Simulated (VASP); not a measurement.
Crystal: Al2Au.

```xyz
3
Lattice="0.0000 3.0023 3.0023 3.0023 0.0000 3.0023 3.0023 3.0023 0.0000" Properties=species:S:1:pos:R:3 pbc="T T T"
Al    1.5012    1.5012    1.5012
Al    4.5035    4.5035    4.5035
Au    0.0000    0.0000    0.0000
```

| Quantity | Value |
| --- | --- |
| Program | VASP 6.6.1 |
| Task | relaxation of cell and atoms |
| Functional | LDA |
| Potentials or basis | VASP PAW LDA potentials, release 64 (Al, Au) |
| Cutoff | 600 eV |
| k mesh | 12 × 12 × 12 |
| Occupations | gaussian, width 0.1 eV |
| Spin | no spin polarisation |

At the start: pressure -2.6 GPa; volume 18.04 Å³/atom.

How do energy, volume and symmetry change on relaxing?

Over 6 steps the energy falls by 3.3 meV/atom and the volume is 17.64 Å³/atom (-2.2 %); space group Fm-3m (No. 225, to 0.1 Å) before and after.

The path:
| step | energy change (eV) | largest force (eV/Å) | pressure (GPa) | volume (Å³) |
| --- | --- | --- | --- | --- |
| 1 | 0.0000 | 0.0000 | -2.56 | 54.13 |
| 2 | -0.0018 | 0.0000 | 2.52 | 51.90 |
| 3 | -0.0098 | 0.0000 | -0.02 | 52.93 |
| 4 | -0.0098 | 0.0000 | 0.05 | 52.91 |
| 5 | -0.0098 | 0.0000 | -0.02 | 52.95 |
| 6 | -0.0098 | 0.0000 | -0.01 | 52.93 |

Final structure:
```cif
data_structure
_symmetry_space_group_name_H-M 'P 1'
_symmetry_Int_Tables_number 1
_cell_length_a 4.2146
_cell_length_b 4.2146
_cell_length_c 4.2146
_cell_angle_alpha 60.000
_cell_angle_beta 60.000
_cell_angle_gamma 60.000
_cell_volume 52.93
loop_
_atom_site_label
_atom_site_type_symbol
_atom_site_fract_x
_atom_site_fract_y
_atom_site_fract_z
_atom_site_occupancy
Al1 Al 0.25000 0.25000 0.25000 1
Al2 Al 0.75000 0.75000 0.75000 1
Au1 Au 0.00000 0.00000 0.00000 1
```
